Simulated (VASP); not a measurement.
Wanted: the native input for a VASP 6.6.1 run.

| Quantity | Value |
| --- | --- |
| Task | electric field gradients |
| Functional | PBE |
| Potentials or basis | VASP PAW PBE potentials, release 64 (Sb) |
| Cutoff | 520 eV |
| k mesh | 9 × 9 × 9 |
| Occupations | fermi-dirac, width 0.05 eV |
| Spin | no spin polarisation |
| Dipole correction | no |
| Further INCAR settings | ALGO = Normal; EDIFF = 1e-08; NBANDS = 12 |

The structure of Sb lies in POSCAR:

```
Sb
1.0
    2.1075883254      1.2168166870      3.7440000000
   -2.1075883254      1.2168166870      3.7440000000
    0.0000000000     -2.4336333739      3.7440000000
Sb
2
Direct
    0.2336400000      0.2336400000      0.2336400000
    0.7663600000      0.7663600000      0.7663600000
```

This cell differs from its parent crystal: x and y stretched by -2 %, z held.

The input as run:

INCAR

```
SYSTEM = Sb
PREC     = Accurate       ! precision mode
ENCUT    = 520            ! plane-wave cutoff, eV
EDIFF    = 1E-8           ! SCF threshold, eV
ISMEAR   = -1             ! smearing method
SIGMA    = 0.05           ! smearing width, eV
LREAL    = .FALSE.        ! projectors in reciprocal space
LASPH    = .TRUE.         ! aspherical terms in the spheres
NELM     = 80             ! most SCF steps
ALGO     = Normal         ! electronic algorithm
ISIF     = 2              ! what is computed and relaxed
LWAVE    = .FALSE.        ! write WAVECAR
LCHARG   = .FALSE.        ! write CHGCAR
GGA      = PE             ! functional
LEFG     = .TRUE.       
NBANDS   = 12             ! bands
```

KPOINTS

```
Automatic mesh
0
G
  9 9 9
  0 0 0
```

Potentials or basis: VASP PAW PBE potentials, release 64 (Sb).

Launch:

```sh
$ cat potpaw_PBE.64/Sb/POTCAR > POTCAR
$ mpirun -np 1 vasp_std > vasp.out
```

It gave:

- Pressure: 6.2 GPa
- Largest force: 0.485 eV/Å
- Band gap on the k mesh: zero (bands 5 and 6 overlap by 0.11 eV)
- Largest electric field gradient by atom: Sb -38.4 V/Å²

Caveat: the cell differs from its parent crystal (x and y stretched by -2 %, z held); the cell stands under pressure; without QUAD_EFG the Cq values of the log hold for a quadrupole moment of 1 mb, not for the nuclei; spin-orbit coupling is left out, which moves the levels of the heavy elements.

Run time: 42 s on 1 thread of Intel(R) Xeon(R) Platinum 8488C (Sapphire Rapids), on a shared host, peak memory 0.22 GiB.
